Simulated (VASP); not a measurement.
Wanted: the native input for a VASP 6.6.1 run.

```yaml
Task: single point
Functional: PBEsol
Potentials_or_basis: VASP PAW PBE potentials, release 64 (Rh_pv)
Cutoff: 520 eV
k_mesh: 24 × 24 × 24
Occupations: methfessel-paxton, width 0.1 eV
Spin: no spin polarisation
Dipole_correction: no
Further_INCAR_settings: ALGO = Normal; EDIFF = 1e-06; NBANDS = 14
```

The structure of Rh lies in POSCAR:

```
Rh
1.0
    0.0000000000      1.8897530671      1.8897530671
    1.8897530671      0.0000000000      1.8897530671
    1.8897530671      1.8897530671      0.0000000000
Rh
1
Direct
    0.0000000000      0.0000000000      0.0000000000
```

These files were run (other wordings do the same):

INCAR

```
PREC = Accurate
ENCUT = 520
EDIFF = 1E-6
ISMEAR = 1
SIGMA = 0.1
LREAL = F
LASPH = T
NELM = 60
ALGO = Normal
ISIF = 2
LWAVE = F
LCHARG = F
GGA = PS
NBANDS = 14
```

KPOINTS

```
Automatic mesh
0
Gamma
  24 24 24
```

Potentials or basis: VASP PAW PBE potentials, release 64 (Rh_pv).

Command:

```bash
$ cat potpaw_PBE.64/Rh_pv/POTCAR > POTCAR
$ mpirun -np 1 vasp_std > vasp.out
```

Results of the run:

```
Pressure               : -0.1 GPa
Band gap on the k mesh : zero (an odd number of electrons rules out a gap without spin polarisation)
```

Caveat: the PAW data sets were made with another functional, which shifts forces and pressure a little.

It took 27 s on 1 thread of Intel(R) Xeon(R) 6975P-C (Granite Rapids), on a shared host, peak memory 0.18 GiB.
